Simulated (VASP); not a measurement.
# AlNi in VASP: notebook, part 3 of 3

VASP 6.6.1.

## Step 4: Single point, PBE, collinear spin, ferromagnetic start (11.72 Å³/atom)

This run uses another cell than the first one, of 11.72 Å³/atom.

Input file INCAR:

```
PREC = Accurate
ENCUT = 520
EDIFF = 1E-7
ISMEAR = -1
SIGMA = 0.05
LREAL = False
LASPH = True
NELM = 150
ALGO = Normal
ISIF = 2
LWAVE = False
LCHARG = True
ISPIN = 2
MAGMOM = 1 0
LORBIT = 11
LMAXMIX = 4
GGA = PE
LELF = True
LVHAR = True
NBANDS = 18
```

Input file KPOINTS:

```
regular mesh
0
Gamma
  9 9 9
```

Input file POSCAR:

```
AlNi
1.0
    2.8616638469      0.0000000000      0.0000000000
    0.0000000000      2.8616638469      0.0000000000
    0.0000000000      0.0000000000      2.8616638469
Ni Al
1 1
Direct
    0.5000000000      0.5000000000      0.5000000000
    0.0000000000      0.0000000000      0.0000000000
```

Potentials or basis: VASP PAW PBE potentials, release 64 (Ni, Al).

On the command line:

```
$ cat potpaw_PBE.64/Ni/POTCAR potpaw_PBE.64/Al/POTCAR > POTCAR
$ mpirun -np 1 vasp_std > vasp.out
```

OUTCAR:

```text
PREC = Accurate
   ENCUT = 520
   EDIFF = 1E-7
   ISMEAR = -1
   LREAL = False
   LASPH = True
   NELM = 150
   ISIF = 2
   ISPIN = 2
   LORBIT = 11
   GGA = PE

 ion  position               nearest neighbor table
   1  0.500  0.500  0.500-   2 2.48   2 2.48   2 2.48   2 2.48   2 2.48   2 2.48   2 2.48   2 2.48

   2  0.000  0.000  0.000-   1 2.48   1 2.48   1 2.48   1 2.48   1 2.48   1 2.48   1 2.48   1 2.48

  LATTYP: Found a simple cubic cell.
 ALAT       =     2.8616638469

  Lattice vectors:

 A1 = (   2.8616638469,   0.0000000000,   0.0000000000)
 A2 = (   0.0000000000,   2.8616638469,   0.0000000000)
 A3 = (   0.0000000000,   0.0000000000,   2.8616638469)

Analysis of symmetry for initial positions (statically):
=====================================================================
 Subroutine PRICEL returns:
 Original cell was already a primitive cell.

 Routine SETGRP: Setting up the symmetry group for a
 simple cubic supercell.

 Subroutine GETGRP returns: Found 48 space group operations
 (whereof 48 operations were pure point group operations)
 out of a pool of 48 trial point group operations.

The static configuration has the point symmetry O_h .

Analysis of symmetry for dynamics (positions and initial velocities):
=====================================================================
 Subroutine PRICEL returns:
 Original cell was already a primitive cell.

 Routine SETGRP: Setting up the symmetry group for a
 simple cubic supercell.

 Subroutine GETGRP returns: Found 48 space group operations
 (whereof 48 operations were pure point group operations)
 out of a pool of 48 trial point group operations.

The dynamic configuration has the point symmetry O_h .

Analysis of structural, dynamic, and magnetic symmetry:
=====================================================================
 Subroutine PRICEL returns:
[... 151 lines left out ...]
 Free energy of the ion-electron system (eV)
  ---------------------------------------------------
  ext. energy  EPLUGINS =         0.00000000
  ---------------------------------------------------
  free energy    TOTEN  =       -10.52481465 eV

  energy without entropy =      -10.51840187  energy(sigma->0) =      -10.52160826

 E-fermi :  10.2994     XC(G=0): -12.1464

 val. band max:       10.2334563074   @ k =   0.3333   0.1111   0.0000
 cond. band min:      10.3507292818   @ k =   0.3333   0.1111   0.1111
 fundamental gap:      0.1172729744
 Fermi energy:        10.2993951762

 spin component 1

 k-point     1 :       0.0000    0.0000    0.0000
  band No.  band energies     occupation
      1      -0.9909      1.00000
      2       6.9600      1.00000
      3       6.9600      1.00000
      4       8.6987      1.00000
      5       8.6987      1.00000
      6       8.6987      1.00000
[... 493 lines left out ...]
     17      33.1311      0.00000
     18      37.0657      0.00000

 [... further k-points ...]

 spin component 2

 k-point     1 :       0.0000    0.0000    0.0000
  band No.  band energies     occupation
      1      -0.9909      1.00000
      2       6.9600      1.00000
      3       6.9600      1.00000
      4       8.6987      1.00000
      5       8.6987      1.00000
      6       8.6987      1.00000
[... 493 lines left out ...]
     17      33.1312      0.00000
     18      37.0656      0.00000

 [... further k-points ...]

------------------------ aborting loop because EDIFF is reached ----------------------------------------

  FORCE on cell =-STRESS in cart. coord.  units (eV):
  Direction    XX          YY          ZZ          XY          YZ          ZX
  --------------------------------------------------------------------------------------
  -------------------------------------------------------------------------------------
  Total        0.8002671      0.8002671      0.8002671      0.0000000      0.0000000     -0.0000000
  in kB       54.7128938     54.7128938     54.7128938      0.0000000      0.0000000     -0.0000000
  external PRESSURE =      54.7128938 kB  Pullay stress =       0.0000000 kB

 VOLUME and BASIS-vectors are now :
 -----------------------------------------------------------------------------
  energy-cutoff  :      520.00
  volume of cell :       23.43
      direct lattice vectors                 reciprocal lattice vectors
     2.861663847  0.000000000  0.000000000     0.349447054  0.000000000  0.000000000
     0.000000000  2.861663847  0.000000000     0.000000000  0.349447054  0.000000000
     0.000000000  0.000000000  2.861663847     0.000000000  0.000000000  0.349447054

 POSITION                                       TOTAL-FORCE (eV/Angst)
 -----------------------------------------------------------------------------------
      1.43083      1.43083      1.43083         0.000000      0.000000      0.000000
      0.00000      0.00000      0.00000         0.000000      0.000000      0.000000
 -----------------------------------------------------------------------------------
    total drift:                                0.000000      0.000000     -0.000000

  FREE ENERGIE OF THE ION-ELECTRON SYSTEM (eV)
  ---------------------------------------------------
  free  energy   TOTEN  =       -10.5248146511 eV

  energy  without entropy=      -10.5184018661  energy(sigma->0) =      -10.52160826

 total charge

# of ion       s       p       d       tot
------------------------------------------
    1        0.484   0.536   8.480   9.500
    2        0.386   0.422   0.000   0.808
--------------------------------------------------
tot          0.870   0.958   8.480  10.308

 magnetization (x)

# of ion       s       p       d       tot
------------------------------------------
    1       -0.000   0.000  -0.000  -0.000
    2        0.000   0.000   0.000   0.000
--------------------------------------------------
tot         -0.000   0.000  -0.000  -0.000
```

OSZICAR:

```text
N       E                     dE             d eps       ncg     rms          rms(c)
DAV:   1     0.464654455850E+02    0.46465E+02   -0.52475E+03  2600   0.807E+02
DAV:   2    -0.924180442765E+01   -0.55707E+02   -0.49044E+02  2738   0.164E+02
DAV:   3    -0.119050968816E+02   -0.26633E+01   -0.26170E+01  3038   0.371E+01
DAV:   4    -0.119385190482E+02   -0.33422E-01   -0.33393E-01  2912   0.366E+00
DAV:   5    -0.119392462945E+02   -0.72725E-03   -0.72719E-03  2952   0.587E-01    0.126E+01
DAV:   6    -0.139179454834E+02   -0.19787E+01   -0.41166E+01  2864   0.754E+01    0.163E+01
DAV:   7    -0.105462777199E+02    0.33717E+01   -0.12699E+01  2830   0.445E+01    0.138E+00
DAV:   8    -0.105380619222E+02    0.82158E-02   -0.25710E-01  3288   0.466E+00    0.105E+00
DAV:   9    -0.105241932026E+02    0.13869E-01   -0.40580E-02  3206   0.195E+00    0.546E-01
DAV:  10    -0.105246746452E+02   -0.48144E-03   -0.93946E-04  3482   0.292E-01    0.215E-01
DAV:  11    -0.105246994746E+02   -0.24829E-04   -0.22377E-03  3104   0.419E-01    0.110E-01
DAV:  12    -0.105248124069E+02   -0.11293E-03   -0.22700E-04  3292   0.142E-01    0.418E-02
DAV:  13    -0.105248153091E+02   -0.29022E-05   -0.19850E-05  3416   0.393E-02    0.117E-02
DAV:  14    -0.105248147349E+02    0.57424E-06   -0.91297E-07  3120   0.857E-03    0.432E-03
DAV:  15    -0.105248146511E+02    0.83725E-07   -0.48624E-08  1474   0.218E-03
   1 F= -.10524815E+02 E0= -.10521608E+02  d E =-.641278E-02  mag=     0.0000
```

stdout:

```text
POSCAR found type information on POSCAR NiAl
 POSCAR found :  2 types and       2 ions
 scaLAPACK will be used
 LDA part: xc-table for (Slater+PW92), standard interpolation
 POSCAR, INCAR and KPOINTS ok, starting setup
 FFT: planning ... GRIDC
 FFT: planning ... GRID_SOFT
 FFT: planning ... GRID
 WAVECAR not read
 entering main loop
```

It took 45 s on 1 thread of Intel Xeon 8259CL, shared host; peak memory 0.16 GiB.

What came out:

- Free energy: -10.5248 eV
- Pressure: 5.5 GPa
- Net moment: 0.00 μB per cell
- Valence electrons inside the program's atomic spheres: Ni 9.50; Al 0.81

Caveat: the cell stands under pressure.

## Step 5: Single point, PBE, collinear spin, ferromagnetic start (12.43 Å³/atom)

This run uses another cell than the first one, of 12.43 Å³/atom.

Input file INCAR:

```
PREC = Accurate ; ENCUT = 520
EDIFF = 1E-6 ; ISMEAR = -1
SIGMA = 0.05 ; LREAL = F
LASPH = T ; NELM = 150
ALGO = Fast ; ISIF = 2
LWAVE = F ; LCHARG = T
ISPIN = 2 ; MAGMOM = 1 0
LORBIT = 11 ; LMAXMIX = 4
GGA = PE ; LELF = T
LVHAR = T ; NBANDS = 18
```

Input file KPOINTS:

```
Automatic mesh
0
Gamma
  9 9 9
```

Input file POSCAR:

```
AlNi
1.0
    2.9189122424      0.0000000000      0.0000000000
    0.0000000000      2.9189122424      0.0000000000
    0.0000000000      0.0000000000      2.9189122424
Ni Al
1 1
Direct
    0.5000000000      0.5000000000      0.5000000000
    0.0000000000      0.0000000000      0.0000000000
```

On the command line:

```
$ cat potpaw_PBE.64/Ni/POTCAR potpaw_PBE.64/Al/POTCAR > POTCAR
$ mpirun -np 1 vasp_std > vasp.out
```

Wall time 37 s (1 thread of Intel Xeon 8259CL, shared host); peak memory 0.16 GiB.

The run converged. Its results:

```yaml
Free_energy: -10.5288 eV
Pressure: -4.0 GPa
Net_moment: 0.00 μB per cell
Valence_electrons_inside_the_program's_atomic_spheres: Ni 9.40; Al 0.78
```

Levels at points of the mesh, in eV from the Fermi level:
Spin up:
| k point | band 3 | band 4 | band 5 | band 6 | band 7 | band 8 | band 9 | band 10 |
| --- | --- | --- | --- | --- | --- | --- | --- | --- |
| (0.00, 0.00, 0.00) | -3.04 | -1.46 | -1.46 | -1.46 | 5.35 | 5.35 | 5.35 | 8.01 |
Spin down:
| k point | band 2 | band 3 | band 4 | band 5 | band 6 | band 7 | band 8 | band 9 | band 10 | band 11 |
| --- | --- | --- | --- | --- | --- | --- | --- | --- | --- | --- |
| (0.00, 0.00, 0.00) | -3.04 | -3.04 | -1.46 | -1.46 | -1.46 | 5.35 | 5.35 | 5.35 | 8.01 | 8.01 |

Caveat: the cell stands under tension.

## Step 6: The runs side by side

| cell | k mesh | gap on the mesh (eV) | pressure (GPa) | moment (μB) |
| --- | --- | --- | --- | --- |
| a = 2.881, b = 2.881, c = 2.766 Å, 2 atoms | 8 × 8 × 8 | none | 10.0 | 0.00 |
| a = 2.881, b = 2.881, c = 2.823 Å, 2 atoms | 8 × 8 × 8 | none | 5.8 | 0.00 |
| a = 2.862 Å, 2 atoms | 9 × 9 × 9 | none | 5.5 | 0.00 |
| a = 2.919 Å, 2 atoms | 9 × 9 × 9 | none | -4.0 | 0.00 |

Alike in all rows: task single point; level PBE; potentials or basis VASP PAW PBE potentials, release 64 (Ni, Al); spin collinear, ferromagnetic start; cutoff (eV) 520; smearing fermi-dirac 0.05 eV.

Caveats: the cell stands under pressure (at least some runs); the cell stands under tension (at least some runs).

Absolute energies hang on the potentials; compare differences alone.
